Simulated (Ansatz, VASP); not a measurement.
## Two plane-wave programs on Be2CdS

```
Be Cd S
1.0
     0.00000    3.15577    4.86503
     2.38939    0.00000    4.86503
     2.38939    3.15577    0.00000
Be Cd S
2 1 1
Direct
  0.00000 0.50000 0.50000
  0.50000 0.00000 0.00000
  0.50000 0.50000 0.50000
  0.00000 0.00000 0.00000
```

Alike in both runs: task relaxation of cell and atoms; functional PBE; k mesh 6 × 6 × 6; occupations gaussian, width 0.1 eV; no spin polarisation.

|  | VASP | Ansatz |
| --- | --- | --- |
| version | VASP 6.6.1 | Ansatz 0.2.0 |
| potentials or method | VASP PAW PBE potentials, release 64 (Be, Cd, S), cutoff 600 eV | scalar-relativistic, plane waves, PAW |
| valence electrons in the cell | 22 | 30 |

VASP gave:

- gap on the k mesh at the Fermi level, each at its own relaxed structure (eV): none
- relaxed volume (Å³/atom): 17.24
- relaxed cell length with the largest relative difference (Å): 4.122

Question: Which values does Ansatz return?

Answer: gap on the k mesh at the Fermi level, each at its own relaxed structure (eV): none; relaxed volume (Å³/atom): 17.07; relaxed cell length with the largest relative difference (Å): 4.102.

A gap of «none» marks a metal or a gap that the smearing closes. VASP's potentials hold 22 valence electrons a cell and Ansatz's 30, so a difference there can come from the potentials and not from the codes.
